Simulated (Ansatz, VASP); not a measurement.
FeNi2 in VASP and in Ansatz

```
Ni Fe
1.0
     0.00000    3.27508    3.27508
     3.27508    0.00000    3.27508
     3.27508    3.27508    0.00000
Ni Fe
4 2
Direct
  0.62500 0.62500 0.62500
  0.12500 0.62500 0.62500
  0.62500 0.12500 0.62500
  0.62500 0.62500 0.12500
  0.00000 0.00000 0.00000
  0.25000 0.25000 0.25000
```

Alike in both runs: task single point; functional PBE; k mesh 7 × 7 × 7; occupations fermi-dirac, width 0.05 eV; collinear spin.

|  | VASP | Ansatz |
| --- | --- | --- |
| version | VASP 6.6.1 | Ansatz 0.2.0 |
| potentials or method | VASP PAW PBE potentials, release 64 (Ni_sv_GW, Fe_sv) | Ansatz PAW |
| plane-wave cutoff (eV) | 690 | 420 |
| valence electrons in the cell | 104 | 104 |

|  | VASP | Ansatz | Ansatz less VASP |
| --- | --- | --- | --- |
| gap on the k mesh at the Fermi level (eV) | none | none | - |
| pressure (GPa) | -2.0 | -0.1 | +1.88 |
| net moment per atom (μB) | 1.32 | 1.32 | 0.000 |
| size of the moment on the site where the two differ most (μB) | 2.85 | 2.96 | +0.113 |

Site moments also hang on the region over which each program counts them. A gap of «none» marks a metal or a gap that the smearing closes.
